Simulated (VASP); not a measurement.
# PtSe (P-6m2) in VASP: a series of runs, part 2 of 3

VASP 6.6.1. The steps go on from the part before.

### 4 Single point, PBE-based screened hybrid with 15 % exact exchange

POSCAR

```
PtSe
1.0
    3.7018703300      0.0000000000      0.0000000000
   -1.8509351600      3.2059137500      0.0000000000
    0.0000000000      0.0000000000      3.6128420300
Pt Se
1 1
Direct
    0.0000000000      0.0000000000      0.0000000000
    0.6666666667      0.3333333333      0.5000000000
```

INCAR.step1

```
ALGO     = Normal         # electronic algorithm
EDIFF    = 1E-5           # SCF threshold, eV
ENCUT    = 400            # plane-wave cutoff, eV
GGA      = PE             # functional
GGA_COMPAT= F            
ISIF     = 2              # what is computed and relaxed
ISMEAR   = -1             # smearing method
LASPH    = T              # aspherical terms in the spheres
LCHARG   = F              # write CHGCAR
LREAL    = F              # projectors in reciprocal space
LWAVE    = T              # write WAVECAR
NBANDS   = 15             # bands
NELM     = 120            # most SCF steps
PREC     = Accurate       # precision mode
SIGMA    = 0.05           # smearing width, eV
```

INCAR.step2

```
AEXX     = 0.15           # exact-exchange fraction
ALGO     = Normal         # electronic algorithm
EDIFF    = 1E-6           # SCF threshold, eV
ENCUT    = 400            # plane-wave cutoff, eV
GGA      = PE             # functional
GGA_COMPAT= F            
HFSCREEN = 0.2            # screening, 1/A
ISIF     = 2              # what is computed and relaxed
ISMEAR   = -1             # smearing method
ISTART   = 1            
LASPH    = T              # aspherical terms in the spheres
LCHARG   = F              # write CHGCAR
LHFCALC  = T              # exact exchange
LREAL    = F              # projectors in reciprocal space
LWAVE    = F              # write WAVECAR
NBANDS   = 15             # bands
NELM     = 120            # most SCF steps
PREC     = Accurate       # precision mode
PRECFOCK = Normal       
SIGMA    = 0.05           # smearing width, eV
```

KPOINTS

```
k-points
0
Gamma
  4 4 4
```

Potentials or basis: VASP PAW PBE potentials, release 64 (Pt, Se).

Command:

```bash
cat potpaw_PBE.64/Pt/POTCAR potpaw_PBE.64/Se/POTCAR > POTCAR
cp INCAR.step1 INCAR
mpirun -np 1 vasp_std > vasp.out
cp INCAR.step2 INCAR
mpirun -np 1 vasp_std > vasp.out
```

OUTCAR:

```text
AEXX = 0.15
   EDIFF = 1E-6
   ENCUT = 400
   GGA = PE
   HFSCREEN = 0.2
   ISIF = 2
   ISMEAR = -1
   ISTART = 1
   LASPH = T
   LHFCALC = T
   LREAL = F
   NELM = 120
   PREC = Accurate
   PRECFOCK = Normal

 ion  position               nearest neighbor table
   1  0.000  0.000  0.000-   2 2.80   2 2.80   2 2.80   2 2.80   2 2.80   2 2.80
   2  0.667  0.333  0.500-   1 2.80   1 2.80   1 2.80   1 2.80   1 2.80   1 2.80

  LATTYP: Found a hexagonal cell.
 ALAT       =     3.7018703300
 C/A-ratio  =     0.9759504542

  Lattice vectors:

 A1 = (   3.7018703300,   0.0000000000,   0.0000000000)
 A2 = (  -1.8509351600,   3.2059137500,   0.0000000000)
 A3 = (   0.0000000000,   0.0000000000,   3.6128420300)

Analysis of symmetry for initial positions (statically):
=====================================================================
 Subroutine PRICEL returns:
 Original cell was already a primitive cell.

 Routine SETGRP: Setting up the symmetry group for a
 hexagonal supercell.

 Subroutine GETGRP returns: Found 12 space group operations
 (whereof 12 operations were pure point group operations)
 out of a pool of 24 trial point group operations.

The static configuration has the point symmetry D_3h.

Analysis of symmetry for dynamics (positions and initial velocities):
=====================================================================
 Subroutine PRICEL returns:
 Original cell was already a primitive cell.

 Routine SETGRP: Setting up the symmetry group for a
 hexagonal supercell.

 Subroutine GETGRP returns: Found 12 space group operations
 (whereof 12 operations were pure point group operations)
 out of a pool of 24 trial point group operations.

The dynamic configuration has the point symmetry D_3h.

 Subroutine INISYM returns: Found 12 space group operations
 (whereof 12 operations are pure point group operations),
 and found     1 'primitive' translations

----------------------------------------------------------------------------------------

                                     Primitive cell

  volume of cell :      42.8768

  direct lattice vectors                    reciprocal lattice vectors
     3.701870330  0.000000000  0.000000000     0.270133719  0.155961775  0.000000000
    -1.850935160  3.205913750  0.000000000     0.000000000  0.311923551  0.000000000
     0.000000000  0.000000000  3.612842030     0.000000000  0.000000000  0.276790403

  length of vectors
     3.701870330  3.701870330  3.612842030     0.311923551  0.311923551  0.276790403

  position of ions in fractional coordinates (direct lattice)
     0.000000000  0.000000000  0.000000000
     0.666666667  0.333333333  0.500000000

  ion indices of the primitive-cell ions
   primitive index   ion index
                 1           1
                 2           2

----------------------------------------------------------------------------------------

 KPOINTS: k-points

Automatic generation of k-mesh.
 Grid dimensions read from file:
[... 36 lines left out ...]
   total plane-waves  NPLWV =  13824
   dimension x,y,z NGX =    24 NGY =   24 NGZ =   24
   dimension x,y,z NGXF=    48 NGYF=   48 NGZF=   48
   ions per type =               1   1
   NGX,Y,Z   is equivalent  to a cutoff of  10.78, 10.78, 11.04 a.u.
   NGXF,Y,Z  is equivalent  to a cutoff of  21.56, 21.56, 22.09 a.u.
 SYSTEM =  unknown system
   PREC   = accura    normal or accurate (medium, high low for compatibility)
   ISTART =      1    job   : 0-new  1-cont  2-samecut
   ICHARG =      0    charge: 1-file 2-atom 10-const
   ISPIN  =      1    spin polarized calculation?
   LNONCOLLINEAR =      F non collinear calculations
   LSORBIT =      F    spin-orbit coupling
   LASPH  =      T    aspherical Exc in radial PAW
   ENCUT  =  400.0 eV  29.40 Ry    5.42 a.u.   6.04  6.04  5.89*2*pi/ulx,y,z
   NELM   =    120;   NELMIN=  2; NELMDL=  0     # of ELM steps
   EDIFF  = 0.1E-05   stopping-criterion for ELM
   LREAL  =      F    real-space projection
   EDIFFG = 0.1E-04   stopping-criterion for IOM
   NSW    =      0    number of steps for IOM
   IBRION =     -1    ionic relax: 0-MD 1-quasi-New 2-CG
   NFREE  =      0    steps in history (QN), initial steepest desc. (CG)
   ISIF   =      2    stress and relaxation
   ISYM   =      3    0-nonsym 1-usesym 2-fastsym
   POTIM  = 0.5000    time-step for ionic-motion
   TEBEG  =    0.0;   TEEND  =   0.0 temperature during run
   PSTRESS=    0.0 pullay stress
   NELECT =      16.0000    total number of electrons
   NUPDOWN=      -1.0000    fix difference up-down
   EMIN   =  10.00;   EMAX   =-10.00  energy-range for DOS
   EFERMI =   0.00;   METHOD = LEGACY
   ISMEAR =    -1;   SIGMA  =   0.05  broadening in eV -4-tet -1-fermi 0-gaus
   EFERMI_NEDOS =   21; number of points for ismear=-14 and -15
   IALGO  =     38    algorithm
   IMIX   =      1    mixing-type and parameters
     AMIX     =   0.40;   BMIX     =  1.00
     AMIX_MAG =   1.60;   BMIX_MAG =  1.00
  volume/ion in A,a.u.               =      21.44       144.67
  Fermi-wavevector in a.u.,A,eV,Ry     =   1.178621  2.227271 18.900497  1.389147
  Thomas-Fermi vector in A             =   2.314947
   LORBIT       =      0    0 simple, 1 ext, 2 COOP (PROOUT), +10 PAW based schemes
   GGA     = PE    functional components
   LHFCALC =     T    Hartree Fock is set to
   PRECFOCK=normal    Normal, Fast or Accurate (Low or Medium for compatibility)
   ENCUT4O =  -1.0   cutoff for four orbital integrals eV
   NKREDX  =     1    reduce k-point grid by
   NKREDY  =     1    reduce k-point grid by
   NKREDZ  =     1    reduce k-point grid by
   AEXX    =    0.1500 exact exchange contribution
   HFSCREEN=    0.2000 screening length (either q_TF or 0.3 A-1)
   HFSCREENC=   0.2000 screening length for correlation (either q_TF or 0.3 A-1)
   ENCUTFOCK=  -1.0 apply spherical cutoff to Coloumb kernel
   IVDW    =     0    specifies the selected vdW correction
   LEPSILON=     F    determine dielectric tensor
   LRPA    =     F    only Hartree local field effects (RPA)
 non-spin polarized calculation
  energy-cutoff  :      400.00
  volume of cell :       42.88
 maximum number of plane-waves:       792
  NGX = 20; NGY = 20; NGZ = 18

 number of electron      16.0000001 magnetization

 Free energy of the ion-electron system (eV)
  ---------------------------------------------------
  ext. energy  EPLUGINS =         0.00000000
  ---------------------------------------------------
  free energy    TOTEN  =        -9.94249730 eV

  energy without entropy =       -9.93218396  energy(sigma->0) =       -9.93734063

 E-fermi :   5.5889     XC(G=0):  -9.6181

 val. band max:        5.5752357711   @ k =   0.2500  -0.0000   0.0000
 cond. band min:       5.7206357557   @ k =   0.5000  -0.0000   0.2500
 fundamental gap:      0.1453999846
 Fermi energy:         5.5888818393

 k-point     1 :       0.0000    0.0000    0.0000
  band No.  band energies     occupation
      1      -9.8758      2.00000
      2       1.5227      2.00000
      3       1.5227      2.00000
      4       1.6176      2.00000
      5       3.2961      2.00000
      6       3.2961      2.00000
      7       3.3424      2.00000
      8       5.8082      0.02461
      9       6.1552      0.00002
     10       6.1552      0.00002
     11      13.3310      0.00000
     12      13.7700      0.00000
     13      13.7700      0.00000
     14      18.8427      0.00000
[... 185 lines left out ...]
      2      -0.3098      2.00000
      3      -0.1053      2.00000
      4       1.3375      2.00000
      5       2.7622      2.00000
      6       3.6783      2.00000
      7       4.1368      2.00000
      8       4.3387      2.00000
      9       7.0289      0.00000
     10       7.1516      0.00000
     11       9.9843      0.00000
     12      13.6417      0.00000
     13      15.9835      0.00000
     14      18.0769      0.00000
     15      21.6926      0.00000

------------------------ aborting loop because EDIFF is reached ----------------------------------------

  FORCE on cell =-STRESS in cart. coord.  units (eV):
  Direction    XX          YY          ZZ          XY          YZ          ZX
  --------------------------------------------------------------------------------------
  -------------------------------------------------------------------------------------
  Total       -3.2961714     -3.2961714     -4.7648159     -0.0000000      0.0000000      0.0000000
  in kB     -123.1681335   -123.1681337   -178.0470145     -0.0000002      0.0000000      0.0000000
  external PRESSURE =    -141.4610939 kB  Pullay stress =       0.0000000 kB

 VOLUME and BASIS-vectors are now :
 -----------------------------------------------------------------------------
  energy-cutoff  :      400.00
  volume of cell :       42.88
      direct lattice vectors                 reciprocal lattice vectors
     3.701870330  0.000000000  0.000000000     0.270133719  0.155961775  0.000000000
    -1.850935160  3.205913750  0.000000000     0.000000000  0.311923551  0.000000000
     0.000000000  0.000000000  3.612842030     0.000000000  0.000000000  0.276790403

 POSITION                                       TOTAL-FORCE (eV/Angst)
 -----------------------------------------------------------------------------------
      0.00000      0.00000      0.00000         0.000000      0.000000      0.000000
      1.85094      1.06864      1.80642        -0.000000     -0.000000      0.000000
 -----------------------------------------------------------------------------------
    total drift:                                0.000018      0.000025     -0.000009

  FREE ENERGIE OF THE ION-ELECTRON SYSTEM (eV)
  ---------------------------------------------------
  free  energy   TOTEN  =        -9.9424973021 eV

  energy  without entropy=       -9.9321839573  energy(sigma->0) =       -9.93734063
```

Run time: 3.6 min. Hardware: 1 thread of Intel Xeon 6975P-C (Granite Rapids), shared host; peak memory 0.26 GiB.

Results:

```
Free energy            : -9.9425 eV
Pressure               : -14.1 GPa
Band gap on the k mesh : zero (bands 8 and 9 overlap by 0.74 eV)
```

Stress tensor (GPa, compression positive):
```
-12.32   0.00   0.00
  0.00 -12.32   0.00
  0.00   0.00 -17.80
```

Caveat: the k points lie up to 0.49 Å⁻¹ apart, too coarse for converged energies and pressures of a metal; the PAW data sets were made with another functional, which shifts forces and pressure a little; spin-orbit coupling is left out, which moves the levels of the heavy elements.

### 5 Relaxation of cell and atoms, BLYP

INCAR

```
PREC     = Accurate       # precision mode
ENCUT    = 600            # plane-wave cutoff, eV
EDIFF    = 1E-7           # SCF threshold, eV
ISMEAR   = -1             # smearing method
SIGMA    = 0.05           # smearing width, eV
LREAL    = F              # projectors in reciprocal space
LASPH    = T              # aspherical terms in the spheres
NELM     = 60             # most SCF steps
ALGO     = Normal         # electronic algorithm
ISIF     = 3              # what is computed and relaxed
LWAVE    = F              # write WAVECAR
LCHARG   = F              # write CHGCAR
GGA      = B5             # functional
ALDAX    = 1.0          
AGGAX    = 1.0          
AGGAC    = 1.0          
ALDAC    = 0.0          
IBRION   = 2              # ionic algorithm
NSW      = 60             # ionic steps
EDIFFG   = -0.01          # ionic threshold
```

KPOINTS

```
regular mesh
0
Gamma
  8 8 7
```

POSCAR is that of step 4.

Command:

```bash
cat potpaw_PBE.64/Pt/POTCAR potpaw_PBE.64/Se/POTCAR > POTCAR
mpirun -np 1 vasp_std > vasp.out
```

Wall time 3.7 min (1 thread of Intel Xeon Platinum 8488C (Sapphire Rapids), shared host); peak memory 0.2 GiB.

It converged, with:

* Free energy: -7.6297 eV
* Relaxed volume: 20.79 Å³/atom
* Relaxed cell: a = 3.819 Å, b = 3.819 Å, c = 3.292 Å, α = 90.00°, β = 90.00°, γ = 120.00°
* Space group after relaxing (to 0.1 Å): P-6m2 (No. 187)
* Energy gained by relaxing: 29.5 meV/atom
* Ionic steps: 8
* Pressure after relaxing: 0.0 GPa
* Band gap on the k mesh: zero (bands 8 and 9 overlap by 0.74 eV)

Step by step:
```csv
step,energy change (eV),largest force (eV/Å),pressure (GPa),volume (Å³)
1,0.0000,0.0000,-4.18,42.88
2,-0.0200,0.0000,4.25,39.49
3,-0.0350,0.0000,0.54,40.77
4,-0.0419,0.0000,0.42,40.91
5,-0.0552,0.0000,0.13,41.31
6,-0.0493,0.0000,-0.08,41.89
7,-0.0588,0.0000,-0.02,41.54
8,-0.0589,0.0000,-0.03,41.59
```

Final structure:
```
Pt Se
1.0
     3.81900    0.00000    0.00000
    -1.90950    3.30735    0.00000
     0.00000    0.00000    3.29243
Pt Se
1 1
Direct
  0.00000 0.00000 0.00000
  0.66667 0.33333 0.50000
```

Levels at points of the mesh, in eV from the Fermi level:
| k point | band 6 | band 7 | band 8 | band 9 | band 10 | band 11 |
| --- | --- | --- | --- | --- | --- | --- |
| (0.00, 0.00, 0.00) | -2.09 | -1.10 | -0.03 | 0.53 | 0.53 | 7.05 |
| (0.50, 0.00, 0.00) | -2.21 | -1.83 | -1.42 | 1.48 | 2.88 | 6.93 |

Caveat: the PAW data sets were made with another functional, which shifts forces and pressure a little; spin-orbit coupling is left out, which moves the levels of the heavy elements.

(Part 2 of 3 ends here.)
